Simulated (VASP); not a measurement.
# FeO (Fm-3m) in VASP: settings compared, part 2 of 2

VASP 6.6.1.

### Step 3. Single point, PBE, collinear spin, ferromagnetic start

Contents of INCAR:

```
PREC = Accurate
ENCUT = 520
EDIFF = 1E-6
ISMEAR = 0
SIGMA = 0.027000000000000003
LREAL = F
LASPH = T
NELM = 150
ALGO = Normal
ISIF = 2
LWAVE = F
LCHARG = F
ISPIN = 2
MAGMOM = 3 0
LORBIT = 11
LMAXMIX = 4
GGA = PE
NBANDS = 18
```

Contents of KPOINTS:

```
Automatic mesh
0
Gamma
  11 11 11
```

Contents of POSCAR:

```
FeO
1.0
    0.0000000000      2.1554000000      2.1554000000
    2.1554000000      0.0000000000      2.1554000000
    2.1554000000      2.1554000000      0.0000000000
Fe O
1 1
Direct
    0.0000000000      0.0000000000      0.0000000000
    0.5000000000      0.5000000000      0.5000000000
```

Potentials or basis: VASP PAW PBE potentials, release 64 (Fe, O).

Launch:

```console
> cat potpaw_PBE.64/Fe/POTCAR potpaw_PBE.64/O/POTCAR > POTCAR
> mpirun -np 1 vasp_std > vasp.out
```

Wall time 19 s (1 thread of Intel Xeon 6975P-C (Granite Rapids), shared host); peak memory 0.16 GiB.

Results (log left out):

```yaml
Free_energy: -14.9299 eV
Pressure: -0.2 GPa
Band_gap_on_the_k_mesh: zero (filled and empty bands overlap)
Net_moment: 4.00 μB per cell
Site_moments: Fe +3.62; O +0.30 μB
Valence_electrons_inside_the_program's_atomic_spheres: Fe 6.73; O 4.99
```

Levels at points of the mesh, in eV from the Fermi level:
Spin up:
```csv
k point,band 5,band 6,band 7,band 8,band 9,band 10,band 11,band 12,band 13,band 14
"(0.00, 0.00, 0.00)",-3.80,-3.80,-3.80,-3.68,-3.68,0.09,15.47,17.03,17.03,17.03
```
Spin down:
```csv
k point,band 3,band 4,band 5,band 6,band 7,band 8
"(0.00, 0.00, 0.00)",-3.24,-3.24,-0.74,-0.74,-0.74,0.19
```

Caveat: a cell with one magnetic atom can't hold antiferromagnetic order, which such compounds often take; semilocal functionals often make such compounds metallic where correlation or magnetic order opens a gap, which also shifts bond lengths.

### Step 4. Single point, PBE, collinear spin, ferromagnetic start

Contents of INCAR:

```
SYSTEM = FeO
ALGO = Normal
EDIFF = 1E-6
ENCUT = 520
GGA = PE
ISIF = 2
ISMEAR = 0
ISPIN = 2
LASPH = .TRUE.
LCHARG = .FALSE.
LMAXMIX = 4
LORBIT = 11
LREAL = .FALSE.
LWAVE = .FALSE.
MAGMOM = 3 0
NBANDS = 18
NELM = 150
PREC = Accurate
SIGMA = 0.015
```

Contents of KPOINTS:

```
k-points
0
G
  11 11 11
  0 0 0
```

POSCAR is that of step 3.

Launch:

```console
> cat potpaw_PBE.64/Fe/POTCAR potpaw_PBE.64/O/POTCAR > POTCAR
> mpirun -np 1 vasp_std > vasp.out
```

It took 17 s on 1 thread of Intel Xeon 6975P-C (Granite Rapids), shared host; peak memory 0.16 GiB.

Results (log left out):

| Item | Value |
| --- | --- |
| Free energy | -14.9296 eV |
| Pressure | -0.2 GPa |
| Band gap on the k mesh | zero (filled and empty bands overlap) |
| Net moment | 4.00 μB per cell |
| Site moments | Fe +3.62; O +0.30 μB |
| Valence electrons inside the program's atomic spheres | Fe 6.73; O 4.99 |

Levels at points of the mesh, in eV from the Fermi level:
Spin up:
```
           k point  band 6  band 7  band 8  band 9  band 10  band 11  band 12  band 13
(0.00, 0.00, 0.00)   -3.80   -3.80   -3.68   -3.68     0.09    15.47    17.03    17.03
```
Spin down:
| k point | band 2 | band 3 | band 4 | band 5 | band 6 | band 7 | band 8 | band 9 |
| --- | --- | --- | --- | --- | --- | --- | --- | --- |
| (0.00, 0.00, 0.00) | -3.24 | -3.24 | -3.24 | -0.74 | -0.74 | -0.74 | 0.19 | 0.19 |

Caveat: a cell with one magnetic atom can't hold antiferromagnetic order, which such compounds often take; semilocal functionals often make such compounds metallic where correlation or magnetic order opens a gap, which also shifts bond lengths.

### Step 5. Single point, LDA, collinear spin, ferromagnetic start

Contents of INCAR:

```
PREC = Accurate
ENCUT = 520
EDIFF = 1E-6
ISMEAR = -1
SIGMA = 0.05
LREAL = False
LASPH = True
NELM = 150
ALGO = Normal
ISIF = 2
LWAVE = False
LCHARG = False
ISPIN = 2
MAGMOM = 3 0
LORBIT = 11
LMAXMIX = 4
NBANDS = 18
```

Contents of KPOINTS:

```
Automatic mesh
0
Gamma
  11 11 11
```

POSCAR is that of step 4.

Potentials or basis: VASP PAW LDA potentials, release 64 (Fe, O).

Launch:

```console
> cat potpaw_LDA.64/Fe/POTCAR potpaw_LDA.64/O/POTCAR > POTCAR
> mpirun -np 1 vasp_std > vasp.out
```

OUTCAR:

```text
PREC = Accurate
   ENCUT = 520
   EDIFF = 1E-6
   ISMEAR = -1
   LREAL = False
   LASPH = True
   NELM = 150
   ISIF = 2
   ISPIN = 2
   LORBIT = 11

 ion  position               nearest neighbor table
   1  0.000  0.000  0.000-   2 2.16   2 2.16   2 2.16   2 2.16   2 2.16   2 2.16
   2  0.500  0.500  0.500-   1 2.16   1 2.16   1 2.16   1 2.16   1 2.16   1 2.16

  LATTYP: Found a face centered cubic cell.
 ALAT       =     4.3108000000

  Lattice vectors:

 A1 = (   0.0000000000,   2.1554000000,   2.1554000000)
 A2 = (   2.1554000000,   0.0000000000,   2.1554000000)
 A3 = (   2.1554000000,   2.1554000000,   0.0000000000)

Analysis of symmetry for initial positions (statically):
=====================================================================
 Subroutine PRICEL returns:
 Original cell was already a primitive cell.

 Routine SETGRP: Setting up the symmetry group for a
 face centered cubic supercell.

 Subroutine GETGRP returns: Found 48 space group operations
 (whereof 48 operations were pure point group operations)
 out of a pool of 48 trial point group operations.

[... 692 lines left out ...]
 k-point     1 :       0.0000    0.0000    0.0000
  band No.  band energies     occupation
      1     -13.9767      1.00000
      2       2.6941      1.00000
      3       2.6941      1.00000
      4       2.6941      1.00000
      5       5.0757      1.00000
      6       5.0757      1.00000
[... 493 lines left out ...]
     17      33.0787      0.00000
     18      34.8461      0.00000

 [... further k-points ...]
[... 5 lines left out ...]
  --------------------------------------------------------------------------------------
  -------------------------------------------------------------------------------------
  Total       -1.9201579     -1.9201579     -1.9201579      0.0000000      0.0000000     -0.0000000
  in kB     -153.6150973   -153.6150973   -153.6150973      0.0000000      0.0000000     -0.0000000
  external PRESSURE =    -153.6150973 kB  Pullay stress =       0.0000000 kB

 VOLUME and BASIS-vectors are now :
 -----------------------------------------------------------------------------
  energy-cutoff  :      520.00
  volume of cell :       20.03
      direct lattice vectors                 reciprocal lattice vectors
     0.000000000  2.155400000  2.155400000    -0.231975503  0.231975503  0.231975503
     2.155400000  0.000000000  2.155400000     0.231975503 -0.231975503  0.231975503
     2.155400000  2.155400000  0.000000000     0.231975503  0.231975503 -0.231975503

 POSITION                                       TOTAL-FORCE (eV/Angst)
 -----------------------------------------------------------------------------------
      0.00000      0.00000      0.00000         0.000000      0.000000      0.000000
      2.15540      2.15540      2.15540        -0.000000     -0.000000     -0.000000
 -----------------------------------------------------------------------------------
    total drift:                                0.000000     -0.000000     -0.000000

  FREE ENERGIE OF THE ION-ELECTRON SYSTEM (eV)
  ---------------------------------------------------
  free  energy   TOTEN  =       -16.4076897472 eV

  energy  without entropy=      -16.3945732670  energy(sigma->0) =      -16.40113151

 total charge

# of ion       s       p       d       tot
------------------------------------------
    1        0.293   0.364   6.108   6.765
    2        1.544   3.408   0.000   4.953
--------------------------------------------------
tot          1.837   3.773   6.108  11.718

 magnetization (x)

# of ion       s       p       d       tot
------------------------------------------
    1        0.024   0.021   3.524   3.569
    2        0.030   0.286   0.000   0.317
--------------------------------------------------
tot          0.055   0.307   3.524   3.886
```

Run time: 16 s. Hardware: 1 thread of Intel Xeon 6975P-C (Granite Rapids), shared host; peak memory 0.14 GiB.

What came out:

```yaml
Free_energy: -16.4077 eV
Pressure: -15.4 GPa
Band_gap_on_the_k_mesh: zero (filled and empty bands overlap)
Net_moment: 3.99 μB per cell
Site_moments: Fe +3.57; O +0.32 μB
Valence_electrons_inside_the_program's_atomic_spheres: Fe 6.76; O 4.95
```

Caveat: the cell stands under tension; a cell with one magnetic atom can't hold antiferromagnetic order, which such compounds often take; semilocal functionals often make such compounds metallic where correlation or magnetic order opens a gap, which also shifts bond lengths.

### Step 6. The runs side by side

```csv
level,potentials or basis,smearing,gap on the mesh (eV),pressure (GPa),moment (μB)
PBE,"VASP PAW PBE potentials, release 64 (Fe, O)",gaussian 0.022 eV,none,-0.2,4.00
PBE,"VASP PAW PBE potentials, release 64 (Fe, O)",gaussian 0.027 eV,none,-0.2,4.00
PBE,"VASP PAW PBE potentials, release 64 (Fe, O)",gaussian 0.015 eV,none,-0.2,4.00
LDA,"VASP PAW LDA potentials, release 64 (Fe, O)",fermi-dirac 0.05 eV,none,-15.4,3.99
```

Alike in all rows: task single point; spin collinear, ferromagnetic start; cell as given; k mesh 11 × 11 × 11; cutoff (eV) 520.

Caveats: a cell with one magnetic atom can't hold antiferromagnetic order, which such compounds often take; semilocal functionals often make such compounds metallic where correlation or magnetic order opens a gap, which also shifts bond lengths; the cell stands under tension (at least some runs).

Total energies depend on the potentials used, so only differences within one code and one set of settings carry meaning.

### Step 7. How close it comes

Step 2. Measured gap of FeO: 2.4 eV (optical; quoted in “W\"ustite: Electric, thermodynamic and optical properties of FeO”, 2012, arxiv:1203.1201). This calculation gives 0.00 eV (-2.40 eV). So large a miss can be the level of theory's own, or it may mean another phase, state or a wrong row. The value is that of PBE on a finite k mesh, which can miss the band edges, without temperature or zero-point motion. Semilocal functionals fall short of measured gaps as a rule. The run's magnetic order (collinear spin, ferromagnetic start) needn't be the measured crystal's.

Step 3. A measured gap of FeO is 2.4 eV (optical; quoted in “W\"ustite: Electric, thermodynamic and optical properties of FeO”, 2012, arxiv:1203.1201); the calculated 0.00 eV misses it by -2.40 eV. So large a miss can be the level of theory's own, or it may mean another phase, state or a wrong row. The value is that of PBE on a finite k mesh, which can miss the band edges, without temperature or zero-point motion. Semilocal functionals fall short of measured gaps as a rule. The run's magnetic order (collinear spin, ferromagnetic start) needn't be the measured crystal's.

Step 4. A measured gap of FeO is 2.4 eV (optical; quoted in “W\"ustite: Electric, thermodynamic and optical properties of FeO”, 2012, arxiv:1203.1201); the calculated 0.00 eV misses it by -2.40 eV. So large a miss can be the level of theory's own, or it may mean another phase, state or a wrong row. The value is that of PBE on a finite k mesh, which can miss the band edges, without temperature or zero-point motion. Semilocal functionals fall short of measured gaps as a rule. The run's magnetic order (collinear spin, ferromagnetic start) needn't be the measured crystal's.
